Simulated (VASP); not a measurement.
Mg3SiO, 5 atoms in the cell. The structure is cubic, space group Pm-3m (No. 221). Conventional cell: a = 4.184 Å, b = 4.184 Å, c = 4.184 Å, α = 90.00°, β = 90.00°, γ = 90.00°. Si (site symmetry m-3m) has 12 Mg at 2.96 Å and 8 O at 3.62 Å within 3.9 Å. Within 2.8 Å of O (site symmetry m-3m) lie 6 Mg at 2.09 Å. Mg (site symmetry 4/mmm) has 2 O at 2.09 Å within 2.8 Å. 

```yaml
Program: VASP 6.6.1
Task: single point
Functional: r2SCAN
Potentials_or_basis: VASP PAW PBE potentials, release 64 (Si, O, Mg_sv)
Cutoff: 920 eV
k_mesh: 6 × 6 × 6
Occupations: fermi-dirac, width 0.02 eV
Spin: no spin polarisation
Dipole_correction: no
Further_INCAR_settings: ALGO = Normal; EDIFF = 1e-06; NBANDS = 28
```

Potentials or basis: VASP PAW PBE potentials, release 64 (Si, O, Mg_sv).

Command:

```console
$ cat potpaw_PBE.64/Si/POTCAR potpaw_PBE.64/O/POTCAR potpaw_PBE.64/Mg_sv/POTCAR > POTCAR
$ cp INCAR.step1 INCAR
$ mpirun -np 1 vasp_std > vasp.out
$ cp INCAR.step2 INCAR
$ mpirun -np 1 vasp_std > vasp.out
```

Hardware: 1 thread of AMD EPYC 7R43 64-Core Processor (Zen 3), with other jobs on the host.

Question: Estimate the wall time of this run.

Answer: Wall time 6.9 min on 1 thread of AMD EPYC 7R43 64-Core Processor (Zen 3), with other jobs on the host, peak memory 0.29 GiB. Counts: k points 20.
